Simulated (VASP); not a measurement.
Here is a VASP 6.6.1 calculation.

Contents of INCAR:

```
SYSTEM = WSe2
ALGO = Normal ; EDIFF = 1E-6
ENCUT = 520 ; GGA = PE
ISIF = 2 ; ISMEAR = 0
IVDW = 12 ; LASPH = .TRUE.
LCHARG = .FALSE. ; LREAL = .FALSE.
LWAVE = .FALSE. ; NBANDS = 20
NELM = 100 ; PREC = Accurate
SIGMA = 0.05
```

File KPOINTS:

```
k-points
0
G
  9 9 4
  0 0 0
```

Contents of POSCAR:

```
WSe2
1.0
    3.1893814957      0.0000000000      0.0000000000
   -1.5946907479      2.7620853977      0.0000000000
    0.0000000000      0.0000000000      7.4047870187
W Se
1 2
Direct
    0.0000000000      0.0000000000      0.0000000000
    0.3333333333      0.6666666667      0.2167576539
    0.3333333333      0.6666666667      0.7832423461
```

Potentials or basis: VASP PAW PBE potentials, release 64 (W_sv, Se).

The run is started by

```console
$ cat potpaw_PBE.64/W_sv/POTCAR potpaw_PBE.64/Se/POTCAR > POTCAR
$ mpirun -np 1 vasp_std > vasp.out
```

(1) What does it give for the largest force?

(2) Predict the dispersion energy per atom.

(3) What does it give for the pressure?

(4) Predict the band gap on the k mesh.

Answers

(1) 2.545 eV/Å.

(2) -0.436 eV.

(3) 15.6 GPa.

(4) 1.76 eV (least direct gap 1.79 eV).

Caveat: the cell stands under pressure; spin-orbit coupling is left out, which moves the levels of the heavy elements; an odd mesh through Γ misses points on the zone boundary, where band edges can lie; forces of over 1 eV/Å act on the atoms, so gaps and moduli don't describe the material at rest.
